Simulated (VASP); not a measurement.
# AlN (P6_3mc) in VASP: further runs

AlN is run at these levels: PBE; tasks: relaxation of the atoms.

Program: VASP 6.6.1. These are calculated values, not measurements. Logs are shortened: lines on timing, memory, paths and dates and some standing lists are left out, and cuts for length are marked.

### Step 1. The cell of the first run

The structure is hexagonal, space group P6_3mc (No. 186). Conventional cell: a = 3.161 Å, b = 3.161 Å, c = 5.017 Å, α = 90.00°, β = 90.00°, γ = 120.00°. Within 2.5 Å of Al (site symmetry 3m) lie 4 N at 1.91 to 1.92 Å. N (site symmetry 3m) has 4 Al at 1.91 to 1.92 Å within 2.5 Å.

### Step 2. Relaxation of the atoms, PBE

The input, INCAR:

```
  PREC = Accurate
  ENCUT = 520
  EDIFF = 1E-6
  ISMEAR = 0
  SIGMA = 0.05
  LREAL = F
  LASPH = T
  NELM = 80
  ALGO = Normal
  ISIF = 2
  LWAVE = F
  LCHARG = F
  GGA = PE
  IBRION = 2
  NSW = 50
  EDIFFG = -0.01
```

The input, KPOINTS:

```
regular mesh
0
Gamma
  9 9 6
```

The input, POSCAR:

```
AlN
1.0
    3.1612000000      0.0000000000      0.0000000000
   -1.5806000000      2.7376795064      0.0000000000
    0.0000000000      0.0000000000      5.0169562961
Al N
2 2
Direct
    0.3333333333      0.6666666667      0.0017290859
    0.6666666667      0.3333333333      0.5017290859
    0.3333333333      0.6666666667      0.3832709141
    0.6666666667      0.3333333333      0.8832709141
```

Potentials or basis: VASP PAW PBE potentials, release 64 (Al, N).

Command:

```bash
cat potpaw_PBE.64/Al/POTCAR potpaw_PBE.64/N/POTCAR > POTCAR
mpirun -np 1 vasp_std > vasp.out
```

OUTCAR:

```text
PREC = Accurate
   ENCUT = 520
   EDIFF = 1E-6
   ISMEAR = 0
   LREAL = F
   LASPH = T
   NELM = 80
   ISIF = 2
   GGA = PE
   IBRION = 2
   NSW = 50
   EDIFFG = -0.01

 ion  position               nearest neighbor table
   1  0.333  0.667  0.002-   3 1.91   4 1.92   4 1.92   4 1.92   2 3.10   2 3.10   2 3.10   2 3.10
                             2 3.10   2 3.10
   2  0.667  0.333  0.502-   4 1.91   3 1.92   3 1.92   3 1.92   1 3.10   1 3.10   1 3.10   1 3.10
                             1 3.10   1 3.10
   3  0.333  0.667  0.383-   1 1.91   2 1.92   2 1.92   2 1.92
   4  0.667  0.333  0.883-   2 1.91   1 1.92   1 1.92   1 1.92

  LATTYP: Found a hexagonal cell.
 ALAT       =     3.1612000000
 C/A-ratio  =     1.5870417234

  Lattice vectors:

 A1 = (   3.1612000000,   0.0000000000,   0.0000000000)
 A2 = (  -1.5806000000,   2.7376795064,   0.0000000000)
 A3 = (   0.0000000000,   0.0000000000,   5.0169562961)

Analysis of symmetry for initial positions (statically):
=====================================================================
 Subroutine PRICEL returns:
 Original cell was already a primitive cell.

 Routine SETGRP: Setting up the symmetry group for a
 hexagonal supercell.

 Subroutine GETGRP returns: Found 12 space group operations
 (whereof  6 operations were pure point group operations)
 out of a pool of 24 trial point group operations.

The static configuration has the point symmetry C_3v.
 The point group associated with its full space group is C_6v.

Analysis of symmetry for dynamics (positions and initial velocities):
=====================================================================
 Subroutine PRICEL returns:
 Original cell was already a primitive cell.

 Routine SETGRP: Setting up the symmetry group for a
 hexagonal supercell.

 Subroutine GETGRP returns: Found 12 space group operations
 (whereof  6 operations were pure point group operations)
 out of a pool of 24 trial point group operations.

The dynamic configuration has the point symmetry C_3v.
 The point group associated with its full space group is C_6v.

 Subroutine INISYM returns: Found 12 space group operations
 (whereof  6 operations are pure point group operations),
 and found     1 'primitive' translations

----------------------------------------------------------------------------------------

                                     Primitive cell

  volume of cell :      43.4185

  direct lattice vectors                    reciprocal lattice vectors
     3.161200000  0.000000000  0.000000000     0.316335569  0.182636426  0.000000000
    -1.580600000  2.737679506  0.000000000     0.000000000  0.365272852  0.000000000
     0.000000000  0.000000000  5.016956296     0.000000000  0.000000000  0.199324041

  length of vectors
     3.161200000  3.161200000  5.016956296     0.365272852  0.365272852  0.199324041

  position of ions in fractional coordinates (direct lattice)
     0.333333333  0.666666667  0.001729086
     0.666666667  0.333333333  0.501729086
     0.333333333  0.666666667  0.383270914
     0.666666667  0.333333333  0.883270914

  ion indices of the primitive-cell ions
   primitive index   ion index
                 1           1
                 2           2
                 3           3
                 4           4

----------------------------------------------------------------------------------------

 KPOINTS: regular mesh

Automatic generation of k-mesh.
 Grid dimensions read from file:
 generate k-points for:    9    9    6

 Generating k-lattice:

  Cartesian coordinates                     Fractional coordinates (reciprocal lattice)
     0.035148397  0.020292936  0.000000000     0.111111111  0.000000000  0.000000000
     0.000000000  0.040585872  0.000000000     0.000000000  0.111111111  0.000000000
     0.000000000  0.000000000  0.033220673     0.000000000  0.000000000  0.166666667

  Length of vectors
     0.040585872  0.040585872  0.033220673

  Shift w.r.t. Gamma in fractional coordinates (k-lattice)
     0.000000000  0.000000000  0.000000000

 Subroutine IBZKPT returns following result:
 ===========================================

 Found     48 irreducible k-points:

 Following reciprocal coordinates:
            Coordinates               Weight
  0.000000  0.000000  0.000000      1.000000
  0.111111  0.000000  0.000000      6.000000
  0.222222  0.000000  0.000000      6.000000
  0.333333  0.000000  0.000000      6.000000
  0.444444  0.000000  0.000000      6.000000
  0.111111  0.111111  0.000000      6.000000
[... 16 lines left out ...]
  0.333333  0.222222  0.166667     24.000000
  0.333333  0.333333  0.166667      4.000000
 [... further k-points ...]
   k-points           NKPTS =     48   k-points in BZ     NKDIM =     48   number of bands    NBANDS=     12
   number of dos      NEDOS =    301   number of ions     NIONS =      4
   total plane-waves  NPLWV =  23040
   dimension x,y,z NGX =    24 NGY =   24 NGZ =   40
   dimension x,y,z NGXF=    48 NGYF=   48 NGZF=   80
   ions per type =               2   2
   NGX,Y,Z   is equivalent  to a cutoff of  12.62, 12.62, 13.25 a.u.
   NGXF,Y,Z  is equivalent  to a cutoff of  25.24, 25.24, 26.51 a.u.
 SYSTEM =  unknown system
   PREC   = accura    normal or accurate (medium, high low for compatibility)
   ISTART =      0    job   : 0-new  1-cont  2-samecut
   ICHARG =      2    charge: 1-file 2-atom 10-const
   ISPIN  =      1    spin polarized calculation?
   LNONCOLLINEAR =      F non collinear calculations
   LSORBIT =      F    spin-orbit coupling
   LASPH  =      T    aspherical Exc in radial PAW
   ENCUT  =  520.0 eV  38.22 Ry    6.18 a.u.   5.88  5.88  9.33*2*pi/ulx,y,z
   NELM   =     80;   NELMIN=  2; NELMDL= -5     # of ELM steps
   EDIFF  = 0.1E-05   stopping-criterion for ELM
   LREAL  =      F    real-space projection
   EDIFFG = -.1E-01   stopping-criterion for IOM
   NSW    =     50    number of steps for IOM
   IBRION =      2    ionic relax: 0-MD 1-quasi-New 2-CG
   NFREE  =      1    steps in history (QN), initial steepest desc. (CG)
   ISIF   =      2    stress and relaxation
   ISYM   =      2    0-nonsym 1-usesym 2-fastsym
   POTIM  = 0.5000    time-step for ionic-motion
   TEBEG  =    0.0;   TEEND  =   0.0 temperature during run
   PSTRESS=    0.0 pullay stress
   NELECT =      16.0000    total number of electrons
   NUPDOWN=      -1.0000    fix difference up-down
   EMIN   =  10.00;   EMAX   =-10.00  energy-range for DOS
   EFERMI =   0.00;   METHOD = LEGACY
   ISMEAR =     0;   SIGMA  =   0.05  broadening in eV -4-tet -1-fermi 0-gaus
   EFERMI_NEDOS =   21; number of points for ismear=-14 and -15
   IALGO  =     38    algorithm
   IMIX   =      4    mixing-type and parameters
     AMIX     =   0.40;   BMIX     =  1.00
     AMIX_MAG =   1.60;   BMIX_MAG =  1.00
  volume/ion in A,a.u.               =      10.85        73.25
  Fermi-wavevector in a.u.,A,eV,Ry     =   1.173698  2.217968 18.742951  1.377568
  Thomas-Fermi vector in A             =   2.310107
   LORBIT       =      0    0 simple, 1 ext, 2 COOP (PROOUT), +10 PAW based schemes
   GGA     = PE    functional components
   LHFCALC =     F    Hartree Fock is set to
   AEXX    =    0.0000 exact exchange contribution
   IVDW    =     0    specifies the selected vdW correction
   LEPSILON=     F    determine dielectric tensor
   LRPA    =     F    only Hartree local field effects (RPA)
 conjugate gradient relaxation of ions
 non-spin polarized calculation
 Gauss-broadening in eV      SIGMA  =   0.05
  energy-cutoff  :      520.00
  volume of cell :       43.42
 maximum number of plane-waves:      1194
 NGX is ok and might be reduce to    24
   NGX = 11   NGY = 11   NGZ = 19

--------------------------------------- Ionic step        1  -------------------------------------------

 number of electron      16.0000001 magnetization

 Free energy of the ion-electron system (eV)
  ---------------------------------------------------
  ext. energy  EPLUGINS =         0.00000000
  ---------------------------------------------------
  free energy    TOTEN  =       -29.76598859 eV

  energy without entropy =      -29.76598859  energy(sigma->0) =      -29.76598859

------------------------ aborting loop because EDIFF is reached ----------------------------------------

  FORCE on cell =-STRESS in cart. coord.  units (eV):
  Direction    XX          YY          ZZ          XY          YZ          ZX
  --------------------------------------------------------------------------------------
  -------------------------------------------------------------------------------------
  Total       -1.4256236     -1.4256236     -0.3523154      0.0000000     -0.0000000     -0.0000000
  in kB      -52.6066393    -52.6066393    -13.0007186      0.0000000     -0.0000000     -0.0000000
  external PRESSURE =     -39.4046657 kB  Pullay stress =       0.0000000 kB

 VOLUME and BASIS-vectors are now :
 -----------------------------------------------------------------------------
  energy-cutoff  :      520.00
  volume of cell :       43.42
      direct lattice vectors                 reciprocal lattice vectors
     3.161200000  0.000000000  0.000000000     0.316335569  0.182636426  0.000000000
    -1.580600000  2.737679506  0.000000000     0.000000000  0.365272852  0.000000000
     0.000000000  0.000000000  5.016956296     0.000000000  0.000000000  0.199324041
[... 39 lines left out ...]
 POSITION                                       TOTAL-FORCE (eV/Angst)
 -----------------------------------------------------------------------------------
     -0.00000      1.82512      0.00414         0.000000     -0.000000      0.011435
      1.58060      0.91256      2.51262        -0.000000      0.000000      0.011435
     -0.00000      1.82512      1.92739        -0.000000      0.000000     -0.011435
      1.58060      0.91256      4.43587         0.000000     -0.000000     -0.011435
 -----------------------------------------------------------------------------------
    total drift:                               -0.000000      0.000000     -0.000781

  FREE ENERGIE OF THE ION-ELECTRON SYSTEM (eV)
  ---------------------------------------------------
  free  energy   TOTEN  =       -29.7667370342 eV

  energy  without entropy=      -29.7667370342  energy(sigma->0) =      -29.76673703

--------------------------------------- Ionic step        3  -------------------------------------------

 number of electron      16.0000002 magnetization

 Free energy of the ion-electron system (eV)
  ---------------------------------------------------
  ext. energy  EPLUGINS =         0.00000000
  ---------------------------------------------------
  free energy    TOTEN  =       -29.76674797 eV

  energy without entropy =      -29.76674797  energy(sigma->0) =      -29.76674797

 E-fermi :   6.0757     XC(G=0): -10.7427

 val. band max:        5.8375864050   @ k =   0.0000   0.0000   0.0000
 cond. band min:       9.6648006653   @ k =   0.0000   0.0000   0.0000
 fundamental gap:      3.8272142603
 Fermi energy:         6.0757300688

 k-point     1 :       0.0000    0.0000    0.0000
  band No.  band energies     occupation
      1      -9.1720      2.00000
      2      -7.1074      2.00000
      3      -0.0019      2.00000
      4       4.8977      2.00000
      5       4.8977      2.00000
      6       5.5634      2.00000
      7       5.5634      2.00000
      8       5.8376      2.00000
      9       9.6648      0.00000
     10      12.0330      0.00000
     11      16.1515      0.00000
     12      16.5723      0.00000

 k-point     2 :       0.1111    0.0000    0.0000
  band No.  band energies     occupation
      1      -9.0235      2.00000
      2      -7.0269      2.00000
      3       0.1774      2.00000
      4       4.2150      2.00000
      5       4.7076      2.00000
      6       4.8870      2.00000
      7       5.5363      2.00000
      8       5.7634      2.00000
      9      10.3641      0.00000
     10      12.6362      0.00000
     11      15.5424      0.00000
     12      15.6971      0.00000
[... 316 lines left out ...]
 k-point    24 :       0.3333    0.3333    0.1667
  band No.  band energies     occupation
      1      -6.8085      2.00000
      2      -6.8085      2.00000
      3       1.2369      2.00000
      4       1.6788      2.00000
      5       1.6788      2.00000
      6       3.2157      2.00000
      7       3.9713      2.00000
      8       3.9713      2.00000
      9      11.2643      0.00000
     10      13.9047      0.00000
     11      14.6739      0.00000
     12      14.6739      0.00000

 [... further k-points ...]
[... 5 lines left out ...]
  --------------------------------------------------------------------------------------
  -------------------------------------------------------------------------------------
  Total       -1.3584252     -1.3584252     -0.5392373      0.0000000      0.0000000     -0.0000000
  in kB      -50.1269645    -50.1269645    -19.8982820      0.0000000      0.0000000     -0.0000000
  external PRESSURE =     -40.0507370 kB  Pullay stress =       0.0000000 kB

 VOLUME and BASIS-vectors are now :
 -----------------------------------------------------------------------------
  energy-cutoff  :      520.00
  volume of cell :       43.42
      direct lattice vectors                 reciprocal lattice vectors
     3.161200000  0.000000000  0.000000000     0.316335569  0.182636426  0.000000000
    -1.580600000  2.737679506  0.000000000     0.000000000  0.365272852  0.000000000
     0.000000000  0.000000000  5.016956296     0.000000000  0.000000000  0.199324041

 POSITION                                       TOTAL-FORCE (eV/Angst)
 -----------------------------------------------------------------------------------
     -0.00000      1.82512      0.00463         0.000000      0.000000      0.000480
      1.58060      0.91256      2.51311        -0.000000      0.000000      0.000480
     -0.00000      1.82512      1.92690        -0.000000      0.000000     -0.000480
      1.58060      0.91256      4.43537         0.000000     -0.000000     -0.000480
 -----------------------------------------------------------------------------------
    total drift:                               -0.000000      0.000000     -0.001241

  FREE ENERGIE OF THE ION-ELECTRON SYSTEM (eV)
  ---------------------------------------------------
  free  energy   TOTEN  =       -29.7667479675 eV

  energy  without entropy=      -29.7667479675  energy(sigma->0) =      -29.76674797

 reached required accuracy - stopping structural energy minimisation
```

It took 22 s on 1 thread of Intel Xeon 6975P-C, shared host; peak memory 0.16 GiB.

What came out:

| Item | Value |
| --- | --- |
| Free energy | -29.7667 eV |
| Energy gained by relaxing | 0.2 meV/atom |
| Ionic steps | 3 |
| Pressure after relaxing | -4.0 GPa |
| Band gap on the k mesh | 3.83 eV, direct |

The path:
| step | energy change (eV) | largest force (eV/Å) | pressure (GPa) |
| --- | --- | --- | --- |
| 1 | 0.0000 | 0.0940 | -3.94 |
| 2 | -0.0007 | 0.0114 | -4.01 |
| 3 | -0.0008 | 0.0005 | -4.01 |

Final structure:
```
Al N
1.0
     3.16120    0.00000    0.00000
    -1.58060    2.73768    0.00000
     0.00000    0.00000    5.01696
Al N
2 2
Direct
  0.33333 0.66667 0.00092
  0.66667 0.33333 0.50092
  0.33333 0.66667 0.38408
  0.66667 0.33333 0.88408
```

### Step 3. Relaxation of the atoms, PBE

This run uses another cell than the first one, of 11.04 Å³/atom, 1.017 times its volume.

The input, INCAR:

```
PREC = Accurate
ENCUT = 520
EDIFF = 1E-6
ISMEAR = 0
SIGMA = 0.05
LREAL = F
LASPH = T
NELM = 60
ALGO = Normal
ISIF = 2
LWAVE = F
LCHARG = F
GGA = PE
IBRION = 2
NSW = 50
EDIFFG = -0.01
```

KPOINTS is that of step 2.

The input, POSCAR:

```
AlN
1.0
    3.0673000000      0.0000000000      0.0000000000
   -1.5336500000      2.6563597210      0.0000000000
    0.0000000000      0.0000000000      5.4183000000
Al N
2 2
Direct
    0.3333333333      0.6666666667      0.0017290859
    0.6666666667      0.3333333333      0.5017290859
    0.3333333333      0.6666666667      0.3832709141
    0.6666666667      0.3333333333      0.8832709141
```

Potentials or basis: VASP PAW PBE potentials, release 64 (Al, N).

Command:

```bash
cat potpaw_PBE.64/Al/POTCAR potpaw_PBE.64/N/POTCAR > POTCAR
mpirun -np 1 vasp_std > vasp.out
```

Run time: 29 s. Hardware: 1 thread of Intel Xeon 6975P-C, shared host; peak memory 0.16 GiB.

The run converged. Its results:

```
Free energy               : -29.4960 eV
Energy gained by relaxing : 7.6 meV/atom
Ionic steps               : 3
Pressure after relaxing   : -5.6 GPa
Band gap on the k mesh    : 3.35 eV, direct
```

Stress tensor (GPa, compression positive):
```
  4.35   0.00   0.00
  0.00   4.35   0.00
  0.00   0.00 -25.47
```

The path:
```tsv
step	energy change (eV)	largest force (eV/Å)	pressure (GPa)
1	0.0000	0.4854	-3.96
2	-0.0289	0.1175	-5.27
3	-0.0304	0.0017	-5.59
```

Final structure:
```yaml
crystal:
  lattice:
    - [3.06730, 0.00000, 0.00000]
    - [-1.53365, 2.65636, 0.00000]
    - [0.00000, 0.00000, 5.41830]
  atoms:
    - { symbol: Al, position: [0.33333, 0.66667, 0.00726] }
    - { symbol: Al, position: [0.66667, 0.33333, 0.50726] }
    - { symbol: N, position: [0.33333, 0.66667, 0.37774] }
    - { symbol: N, position: [0.66667, 0.33333, 0.87774] }
```

Levels at points of the mesh, in eV from the valence-band top:
```
           k point  band 4  band 5  band 6  band 7  band 8  band 9  band 10  band 11  band 12
(0.00, 0.00, 0.00)   -0.57   -0.41   -0.41    0.00    0.00    3.35     7.07     9.46    11.03
(0.00, 0.00, 0.50)   -3.80   -0.21   -0.21   -0.21   -0.21    6.12     6.12     9.45     9.45
```

As with any semilocal functional, this PBE gap is likely too small.

[end of part 1 of 2]
